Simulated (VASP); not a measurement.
Here is a VASP 6.6.1 calculation.

File POSCAR:

```
GaN
1.0
    0.0000000000      2.2930609463      2.2930609463
    2.2930609463      0.0000000000      2.2930609463
    2.2930609463      2.2930609463      0.0000000000
Ga N
1 1
Direct
    0.0000000000      0.0000000000      0.0000000000
    0.7500000000      0.7500000000      0.7500000000
```

INCAR.step1

```
PREC     = Accurate       # precision mode
ENCUT    = 520            # plane-wave cutoff, eV
ISMEAR   = 0              # smearing method
SIGMA    = 0.01           # smearing width, eV
LREAL    = False          # projectors in reciprocal space
LASPH    = True           # aspherical terms in the spheres
NELM     = 100            # most SCF steps
NBANDS   = 16             # bands
GGA      = PE             # functional
ALGO     = Normal         # electronic algorithm
EDIFF    = 1E-4           # SCF threshold, eV
LWAVE    = True           # write WAVECAR
LCHARG   = False          # write CHGCAR
```

INCAR.step2

```
PREC     = Accurate       # precision mode
ENCUT    = 520            # plane-wave cutoff, eV
EDIFF    = 1E-6           # SCF threshold, eV
ISMEAR   = 0              # smearing method
SIGMA    = 0.01           # smearing width, eV
LREAL    = False          # projectors in reciprocal space
LASPH    = True           # aspherical terms in the spheres
NELM     = 100            # most SCF steps
ALGO     = Normal         # electronic algorithm
ISIF     = 2              # what is computed and relaxed
LWAVE    = False          # write WAVECAR
LCHARG   = False          # write CHGCAR
METAGGA  = R2SCAN         # meta-GGA
LMIXTAU  = True         
NBANDS   = 16             # bands
ISTART   = 1
```

KPOINTS

```
regular mesh
0
Gamma
  8 8 8
```

Potentials or basis: VASP PAW PBE potentials, release 64 (Ga_d, N).

The run is started by

```sh
$ cat potpaw_PBE.64/Ga_d/POTCAR potpaw_PBE.64/N/POTCAR > POTCAR
$ cp INCAR.step1 INCAR
$ mpirun -np 1 vasp_std > vasp.out
$ cp INCAR.step2 INCAR
$ mpirun -np 1 vasp_std > vasp.out
```

(1) Estimate the pressure.

(2) What does it give for the band gap on the k mesh?

## Answers

(1) -9.1 GPa.

(2) 1.77 eV, direct.

Caveat: the PAW data sets were made with another functional, which shifts forces and pressure a little.
